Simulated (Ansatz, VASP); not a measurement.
## Two plane-wave programs on SiGe

File INCAR:

```
SYSTEM = SiGe
PREC = Accurate
ENCUT = 520
EDIFF = 1E-6
ISMEAR = 0
SIGMA = 0.03
LREAL = .False.
LASPH = .True.
NELM = 100
ALGO = Normal
ISIF = 2
LWAVE = .False.
LCHARG = .True.
GGA = CA
LELF = .True.
LVHAR = .True.
NBANDS = 26
```

KPOINTS

```
regular mesh
0
Gamma
  12 12 6
  0 0 0
```

File POSCAR:

```
SiGe
1.0
    3.9035908171      0.0000000000      0.0000000000
   -1.9517954085      3.3806088136      0.0000000000
    0.0000000000      0.0000000000      6.4510978499
Si Ge
2 2
Direct
    0.6666666667      0.3333333333      0.8745031008
    0.3333333333      0.6666666667      0.3745031008
    0.6666666667      0.3333333333      0.5239526465
    0.3333333333      0.6666666667      0.0239526465
```

Input for Ansatz:

```yaml
crystal:
  lattice:
    - [3.9035908171, 0.0, 0.0]
    - [-1.9517954085, 3.3806088136, 0.0]
    - [0.0, 0.0, 6.4510978499]
  atoms:
    - { symbol: Si, position: [0.6666666667, 0.3333333333, 0.8745031008] }
    - { symbol: Si, position: [0.3333333333, 0.6666666667, 0.3745031008] }
    - { symbol: Ge, position: [0.6666666667, 0.3333333333, 0.5239526465] }
    - { symbol: Ge, position: [0.3333333333, 0.6666666667, 0.0239526465] }
basis:
  ecutwfc: 420
kpoints:
  mp_grid: { grid: [12, 12, 6] }
hamiltonian:
  xc: lda
  pseudopotentials: { kind: paw, azcp: { folder: soft_1 } }
scf:
  occupations: { method: gaussian, width: 0.03 }
output:
  forces: true
  stress: true
  eigenvalues: true
```

Alike in both runs: task single point; functional LDA; k mesh 12 × 12 × 6; occupations gaussian, width 0.03 eV; no spin polarisation.

```csv
,VASP,Ansatz
version,VASP 6.6.1,Ansatz 0.2.0
potentials or method,"VASP PAW LDA potentials, release 64 (Si, Ge_d), cutoff 520 eV","scalar-relativistic, plane waves, PAW"
valence electrons in the cell,36,36
```

Ansatz gave:

```
gap on the k mesh at the Fermi level (eV)                     : none
pressure (GPa)                                                : -1.5
traceless stress, the component that is largest in VASP (GPa) : 6.43
rms of the force components (eV/Å)                            : 1.244
```

Which values does VASP return?

gap on the k mesh at the Fermi level (eV): none; pressure (GPa): -1.4; traceless stress, the component that is largest in VASP (GPa): 6.45; rms of the force components (eV/Å): 1.246.

Ansatz warns that its potentials were made for another functional, while VASP's fit it. LDA's correlation is that of Perdew and Zunger in VASP and of Perdew and Wang (1992) in Ansatz. Atom by atom the forces differ by 0.001 eV/Å (rms over components). A gap of «none» marks a metal or a gap that the smearing closes.
